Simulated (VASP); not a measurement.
# BeB (P1) in VASP: further runs

BeB is run at these levels: r2SCAN, PBE; tasks: single point.

Program: VASP 6.6.1. These are calculated values, not measurements. Logs are shortened: lines on timing, memory, paths and dates and some standing lists are left out, and cuts for length are marked.

### Step 1. The cell of the first run

The typed cell holds 2 atoms: a = 2.781 Å, b = 2.781 Å, c = 2.781 Å, α = 60.00°, β = 60.00°, γ = 60.00°.

### Step 2. Single point, r2SCAN

Contents of POSCAR:

```
BeB
1.0
    0.0000000000      1.9666366700      1.9666366700
    1.9666366700      0.0000000000      1.9666366700
    1.9666366700      1.9666366700      0.0000000000
Be B
1 1
Direct
    0.0195340000     -0.0043910000     -0.0095990000
    0.2767160000      0.2499000000      0.2211710000
```

Contents of INCAR.step1:

```
SYSTEM = BeB
PREC = Accurate
ENCUT = 520
ISMEAR = 0
SIGMA = 0.05
LREAL = .FALSE.
LASPH = .TRUE.
NELM = 100
NBANDS = 10
GGA = PE
ALGO = Normal
EDIFF = 1E-4
LWAVE = .TRUE.
LCHARG = .FALSE.
```

Contents of INCAR.step2:

```
SYSTEM = BeB
PREC = Accurate
ENCUT = 520
EDIFF = 1E-6
ISMEAR = 0
SIGMA = 0.05
LREAL = .FALSE.
LASPH = .TRUE.
NELM = 100
ALGO = Normal
ISIF = 2
LWAVE = .FALSE.
LCHARG = .FALSE.
METAGGA = R2SCAN
LMIXTAU = .TRUE.
NBANDS = 10
ISTART = 1
```

Contents of KPOINTS:

```
Automatic mesh
0
G
  8 8 8
  0 0 0
```

Potentials or basis: VASP PAW PBE potentials, release 64 (Be, B).

Command:

```console
$ cat potpaw_PBE.64/Be/POTCAR potpaw_PBE.64/B/POTCAR > POTCAR
$ cp INCAR.step1 INCAR
$ mpirun -np 1 vasp_std > vasp.out
$ cp INCAR.step2 INCAR
$ mpirun -np 1 vasp_std > vasp.out
```

OUTCAR:

```text
SYSTEM = BeB
   PREC = Accurate
   ENCUT = 520
   EDIFF = 1E-6
   ISMEAR = 0
   LREAL = .FALSE.
   LASPH = .TRUE.
   NELM = 100
   ISIF = 2
   METAGGA = R2SCAN
   ISTART = 1

 ion  position               nearest neighbor table
   1  0.020  0.996  0.990-   2 1.69   2 1.69   2 1.69   2 1.75
   2  0.277  0.250  0.221-   1 1.69   1 1.69   1 1.69   1 1.75

  LATTYP: Found a face centered cubic cell.
 ALAT       =     3.9332733400

  Lattice vectors:

 A1 = (   0.0000000000,   1.9666366700,   1.9666366700)
 A2 = (   1.9666366700,   0.0000000000,   1.9666366700)
 A3 = (   1.9666366700,   1.9666366700,   0.0000000000)

Analysis of symmetry for initial positions (statically):
=====================================================================
 Subroutine PRICEL returns:
 Original cell was already a primitive cell.

 Routine SETGRP: Setting up the symmetry group for a
 face centered cubic supercell.

 Subroutine GETGRP returns: Found  1 space group operations
 (whereof  1 operations were pure point group operations)
 out of a pool of 48 trial point group operations.

The static configuration has the point symmetry C_1 .

Analysis of symmetry for dynamics (positions and initial velocities):
=====================================================================
 Subroutine PRICEL returns:
 Original cell was already a primitive cell.

 Routine SETGRP: Setting up the symmetry group for a
 face centered cubic supercell.

 Subroutine GETGRP returns: Found  1 space group operations
 (whereof  1 operations were pure point group operations)
 out of a pool of 48 trial point group operations.

The dynamic configuration has the point symmetry C_1 .

 Subroutine INISYM returns: Found  1 space group operations
 (whereof  1 operations are pure point group operations),
 and found     1 'primitive' translations

----------------------------------------------------------------------------------------

                                     Primitive cell

  volume of cell :      15.2126

  direct lattice vectors                    reciprocal lattice vectors
     0.000000000  1.966636670  1.966636670    -0.254241166  0.254241166  0.254241166
     1.966636670  0.000000000  1.966636670     0.254241166 -0.254241166  0.254241166
     1.966636670  1.966636670  0.000000000     0.254241166  0.254241166 -0.254241166

  length of vectors
     2.781244251  2.781244251  2.781244251     0.440358617  0.440358617  0.440358617
[... 80 lines left out ...]
   NELM   =    100;   NELMIN=  2; NELMDL=  0     # of ELM steps
   EDIFF  = 0.1E-05   stopping-criterion for ELM
   LREAL  =      F    real-space projection
[... 7 lines left out ...]
   TEBEG  =    0.0;   TEEND  =   0.0 temperature during run
   PSTRESS=    0.0 pullay stress
   NELECT =       5.0000    total number of electrons
   NUPDOWN=      -1.0000    fix difference up-down
   EMIN   =  10.00;   EMAX   =-10.00  energy-range for DOS
   EFERMI =   0.00;   METHOD = LEGACY
   ISMEAR =     0;   SIGMA  =   0.05  broadening in eV -4-tet -1-fermi 0-gaus
   EFERMI_NEDOS =   21; number of points for ismear=-14 and -15
   IALGO  =     38    algorithm
   IMIX   =      4    mixing-type and parameters
     AMIX     =   0.40;   BMIX     =  1.00
     AMIX_MAG =   1.60;   BMIX_MAG =  1.00
  volume/ion in A,a.u.               =       7.61        51.33
  Fermi-wavevector in a.u.,A,eV,Ry     =   1.129789  2.134992 17.366794  1.276423
  Thomas-Fermi vector in A             =   2.266484
   LORBIT       =      0    0 simple, 1 ext, 2 COOP (PROOUT), +10 PAW based schemes
   METAGGA = R2SCAN    functional components
   LHFCALC =     F    Hartree Fock is set to
   AEXX    =    0.0000 exact exchange contribution
   IVDW    =     0    specifies the selected vdW correction
   LEPSILON=     F    determine dielectric tensor
   LRPA    =     F    only Hartree local field effects (RPA)
 non-spin polarized calculation
 Gauss-broadening in eV      SIGMA  =   0.05
  energy-cutoff  :      520.00
  volume of cell :       15.21
 maximum number of plane-waves:       419
 NGX is ok and might be reduce to    24
   NGX = 11   NGY = 11   NGZ = 11

 number of electron       5.0000000 magnetization

 Free energy of the ion-electron system (eV)
  ---------------------------------------------------
  ext. energy  EPLUGINS =         0.00000000
  ---------------------------------------------------
  free energy    TOTEN  =        -7.27773470 eV

  energy without entropy =       -7.27653707  energy(sigma->0) =       -7.27713589

 E-fermi :   5.1431     XC(G=0): -11.7537

 val. band max:        5.1270619489   @ k =   0.5000   0.3750   0.1250
 cond. band min:       5.2011625969   @ k =   0.0000   0.3750   0.3750
 fundamental gap:      0.0741006480
 Fermi energy:         5.1430855391

 k-point     1 :       0.0000    0.0000    0.0000
  band No.  band energies     occupation
      1      -7.6318      2.00000
      2      10.5638      0.00000
      3      10.6285      0.00000
      4      11.1340      0.00000
      5      16.4537      0.00000
      6      16.7196      0.00000
      7      16.7618      0.00000
      8      25.2009      0.00000
      9      30.2612      0.00000
     10      30.2620      0.00000
[... 287 lines left out ...]
 k-point    24 :       0.1250    0.1250   -0.1250
  band No.  band energies     occupation
      1      -6.3082      2.00000
      2       6.4138      0.00000
      3       7.9908      0.00000
      4       9.1985      0.00000
      5      16.7492      0.00000
      6      20.0683      0.00000
      7      20.2161      0.00000
      8      21.8969      0.00000
      9      27.7622      0.00000
     10      30.1154      0.00000

 [... further k-points ...]

------------------------ aborting loop because EDIFF is reached ----------------------------------------

  FORCE on cell =-STRESS in cart. coord.  units (eV):
  Direction    XX          YY          ZZ          XY          YZ          ZX
  --------------------------------------------------------------------------------------
  -------------------------------------------------------------------------------------
  Total        6.1275371      6.1386628      6.1398873     -0.6345022      0.7988607      0.6620466
  in kB      645.3482505    646.5199997    646.6489639    -66.8253594     84.1354895     69.7263155
  external PRESSURE =     646.1724047 kB  Pullay stress =       0.0000000 kB

 VOLUME and BASIS-vectors are now :
 -----------------------------------------------------------------------------
  energy-cutoff  :      520.00
  volume of cell :       15.21
      direct lattice vectors                 reciprocal lattice vectors
     0.000000000  1.966636670  1.966636670    -0.254241166  0.254241166  0.254241166
     1.966636670  0.000000000  1.966636670     0.254241166 -0.254241166  0.254241166
     1.966636670  1.966636670  0.000000000     0.254241166  0.254241166 -0.254241166

 POSITION                                       TOTAL-FORCE (eV/Angst)
 -----------------------------------------------------------------------------------
      3.90576      1.98618      1.99642        -0.408398     -0.306057      0.284970
      0.92643      0.97916      1.03566         0.408398      0.306057     -0.284970
 -----------------------------------------------------------------------------------
    total drift:                                0.000055      0.000016     -0.000088

  FREE ENERGIE OF THE ION-ELECTRON SYSTEM (eV)
  ---------------------------------------------------
  free  energy   TOTEN  =        -7.2777347035 eV

  energy  without entropy=       -7.2765370728  energy(sigma->0) =       -7.27713589
```

OUTCAR.step1:

```text
SYSTEM = BeB
   PREC = Accurate
   ENCUT = 520
   ISMEAR = 0
   LREAL = .FALSE.
   LASPH = .TRUE.
[... 534 lines left out ...]
      3.90576      1.98618      1.99642        -0.407184     -0.307253      0.286697
      0.92643      0.97916      1.03566         0.407184      0.307253     -0.286697
 -----------------------------------------------------------------------------------
    total drift:                               -0.000195     -0.000150      0.000151

  FREE ENERGIE OF THE ION-ELECTRON SYSTEM (eV)
  ---------------------------------------------------
  free  energy   TOTEN  =        -6.2825958914 eV

  energy  without entropy=       -6.2809801839  energy(sigma->0) =       -6.28178804
```

Wall time 82 s (1 thread of Intel Xeon Platinum 8488C (Sapphire Rapids), shared host); peak memory 0.16 GiB.

Results:

```yaml
Free_energy: -7.2777 eV
Pressure: 64.6 GPa
Largest_force: 0.585 eV/Å
```

Forces on the atoms (eV/Å):
```
Be  -0.408 -0.306  0.285
B    0.408  0.306 -0.285
```

Caveat: the PAW data sets were made with another functional, which shifts forces and pressure a little.

### Step 3. Single point, PBE

Contents of INCAR:

```
SYSTEM = BeB
ALGO     = Normal         ! electronic algorithm
EDIFF    = 1E-6           ! SCF threshold, eV
ENCUT    = 520            ! plane-wave cutoff, eV
GGA      = PE             ! functional
ISIF     = 2              ! what is computed and relaxed
ISMEAR   = -1             ! smearing method
LASPH    = .True.         ! aspherical terms in the spheres
LCHARG   = .False.        ! write CHGCAR
LREAL    = .False.        ! projectors in reciprocal space
LWAVE    = .False.        ! write WAVECAR
NBANDS   = 10             ! bands
NELM     = 60             ! most SCF steps
PREC     = Accurate       ! precision mode
SIGMA    = 0.1            ! smearing width, eV
```

Contents of KPOINTS:

```
k-points
0
Gamma
  10 10 10
  0 0 0
```

POSCAR is that of step 2.

Potentials or basis: VASP PAW PBE potentials, release 64 (Be, B).

Command:

```console
$ cat potpaw_PBE.64/Be/POTCAR potpaw_PBE.64/B/POTCAR > POTCAR
$ mpirun -np 1 vasp_std > vasp.out
```

OUTCAR:

```text
SYSTEM = BeB
   EDIFF = 1E-6
   ENCUT = 520
   GGA = PE
   ISIF = 2
   ISMEAR = -1
   LASPH = .True.
   LREAL = .False.
   NELM = 60
   PREC = Accurate

 ion  position               nearest neighbor table
   1  0.020  0.996  0.990-   2 1.69   2 1.69   2 1.69   2 1.75
   2  0.277  0.250  0.221-   1 1.69   1 1.69   1 1.69   1 1.75

  LATTYP: Found a face centered cubic cell.
 ALAT       =     3.9332733400

  Lattice vectors:

 A1 = (   0.0000000000,   1.9666366700,   1.9666366700)
[... 498 lines left out ...]
------------------------ aborting loop because EDIFF is reached ----------------------------------------

  FORCE on cell =-STRESS in cart. coord.  units (eV):
  Direction    XX          YY          ZZ          XY          YZ          ZX
  --------------------------------------------------------------------------------------
  -------------------------------------------------------------------------------------
  Total        5.8967664      5.9128458      5.9156402     -0.5346170      0.7060728      0.5632338
  in kB      621.0436276    622.7371050    623.0314088    -56.3055144     74.3631366     59.3194196
  external PRESSURE =     622.2707138 kB  Pullay stress =       0.0000000 kB

 VOLUME and BASIS-vectors are now :
 -----------------------------------------------------------------------------
  energy-cutoff  :      520.00
  volume of cell :       15.21
      direct lattice vectors                 reciprocal lattice vectors
     0.000000000  1.966636670  1.966636670    -0.254241166  0.254241166  0.254241166
     1.966636670  0.000000000  1.966636670     0.254241166 -0.254241166  0.254241166
     1.966636670  1.966636670  0.000000000     0.254241166  0.254241166 -0.254241166

 POSITION                                       TOTAL-FORCE (eV/Angst)
 -----------------------------------------------------------------------------------
      3.90576      1.98618      1.99642        -0.414303     -0.318113      0.298366
      0.92643      0.97916      1.03566         0.414303      0.318113     -0.298366
 -----------------------------------------------------------------------------------
    total drift:                                0.000074      0.000064     -0.000057

  FREE ENERGIE OF THE ION-ELECTRON SYSTEM (eV)
  ---------------------------------------------------
  free  energy   TOTEN  =        -6.3253132433 eV

  energy  without entropy=       -6.3005356335  energy(sigma->0) =       -6.31292444
```

OSZICAR:

```text
N       E                     dE             d eps       ncg     rms          rms(c)
DAV:   1     0.293341621090E+01    0.29334E+01   -0.23001E+03 10176   0.386E+02
DAV:   2    -0.643321368252E+01   -0.93666E+01   -0.89998E+01 13186   0.780E+01
DAV:   3    -0.656230756186E+01   -0.12909E+00   -0.12779E+00 12460   0.689E+00
DAV:   4    -0.656243455417E+01   -0.12699E-03   -0.12698E-03 11832   0.248E-01
DAV:   5    -0.656243465694E+01   -0.10278E-06   -0.10267E-06 11948   0.723E-03    0.247E+00
DAV:   6    -0.638469212359E+01    0.17774E+00   -0.89622E-02 11648   0.197E+00    0.145E+00
DAV:   7    -0.632533701150E+01    0.59355E-01   -0.93946E-02 12264   0.190E+00    0.263E-01
DAV:   8    -0.632533874516E+01   -0.17337E-05   -0.21091E-03 12570   0.345E-01    0.291E-02
DAV:   9    -0.632531235450E+01    0.26391E-04   -0.28038E-05 11564   0.382E-02    0.132E-02
DAV:  10    -0.632531324333E+01   -0.88883E-06   -0.98370E-06 12000   0.211E-02
   1 F= -.63253132E+01 E0= -.63129244E+01  d E =-.247776E-01
```

Wall time 35 s (1 thread of Intel Xeon Platinum 8488C (Sapphire Rapids), shared host); peak memory 0.19 GiB.

What came out:

```yaml
Free_energy: -6.3253 eV
Pressure: 62.2 GPa
Largest_force: 0.602 eV/Å
```

Forces on the atoms (eV/Å):
```
Be  -0.414 -0.318  0.298
B    0.414  0.318 -0.298
```

Levels at points of the mesh, in eV from the Fermi level:
| k point | band 1 | band 2 | band 3 | band 4 | band 5 | band 6 |
| --- | --- | --- | --- | --- | --- | --- |
| (0.00, 0.00, 0.00) | -11.98 | 5.00 | 5.06 | 5.53 | 10.57 | 10.87 |
| (0.50, 0.00, 0.00) | -7.39 | -5.73 | 2.77 | 3.20 | 11.68 | 12.35 |
| (0.00, 0.50, 0.00) | -7.38 | -5.73 | 2.75 | 3.21 | 11.64 | 12.35 |
| (0.00, 0.00, 0.50) | -7.29 | -5.75 | 2.89 | 2.94 | 11.82 | 11.91 |
| (0.50, 0.50, 0.50) | -7.39 | -5.73 | 2.78 | 3.20 | 11.68 | 12.35 |
| (0.50, 0.50, 0.00) | -5.66 | -3.91 | -0.48 | -0.36 | 7.35 | 10.47 |
| (0.00, 0.50, 0.50) | -5.66 | -3.91 | -0.50 | -0.35 | 7.35 | 10.48 |
| (0.50, 0.00, 0.50) | -5.66 | -3.91 | -0.49 | -0.36 | 7.35 | 10.48 |

### Step 4. Single point, PBE

Contents of INCAR:

```
PREC = Accurate ; ENCUT = 520
EDIFF = 1E-6 ; ISMEAR = -1
SIGMA = 0.1 ; LREAL = F
LASPH = T ; NELM = 60
ALGO = Normal ; ISIF = 2
LWAVE = F ; LCHARG = T
GGA = PE ; LELF = T
LVHAR = T ; NBANDS = 10
```

Contents of KPOINTS:

```
regular mesh
0
Gamma
  13 13 13
```

POSCAR is that of step 3.

Command:

```console
$ cat potpaw_PBE.64/Be/POTCAR potpaw_PBE.64/B/POTCAR > POTCAR
$ mpirun -np 1 vasp_std > vasp.out
```

Wall time 80 s (1 thread of Intel Xeon Platinum 8488C (Sapphire Rapids), shared host); peak memory 0.28 GiB.

The run converged. Its results:

| Property | Result |
| --- | --- |
| Free energy | -6.3197 eV |
| Pressure | 62.2 GPa |
| Largest force | 0.605 eV/Å |

Forces on the atoms (eV/Å):
```
Be  -0.416 -0.320  0.300
B    0.416  0.320 -0.300
```

Stress tensor (GPa, compression positive):
```
62.09 -5.67  5.98
-5.67 62.25  7.50
 5.98  7.50 62.27
```

Levels at points of the mesh, in eV from the Fermi level:
```tsv
k point	band 1	band 2	band 3	band 4	band 5
(0.00, 0.00, 0.00)	-11.97	5.00	5.06	5.53	10.58
```

### Step 5. Summary

```csv
level,k mesh,smearing,gap on the mesh (eV),pressure (GPa),largest force (eV/Å)
r2SCAN,8 × 8 × 8,gaussian 0.05 eV,none,64.6,0.58
PBE,10 × 10 × 10,fermi-dirac 0.1 eV,none,62.2,0.60
PBE,13 × 13 × 13,fermi-dirac 0.1 eV,none,62.2,0.60
```

Alike in all rows: task single point; potentials or basis VASP PAW PBE potentials, release 64 (Be, B); no spin polarisation; cell as given; cutoff (eV) 520.

Every run on the cell as given and a fine mesh finds a metal. The pressure there spans 62.2 GPa (PBE) to 64.6 GPa (r2SCAN); a positive pressure means that this level wants a larger cell, a negative one a smaller.

Caveats: the PAW data sets were made with another functional, which shifts forces and pressure a little (some runs).

Total energies depend on the potentials used, so only differences within one code and one set of settings carry meaning.
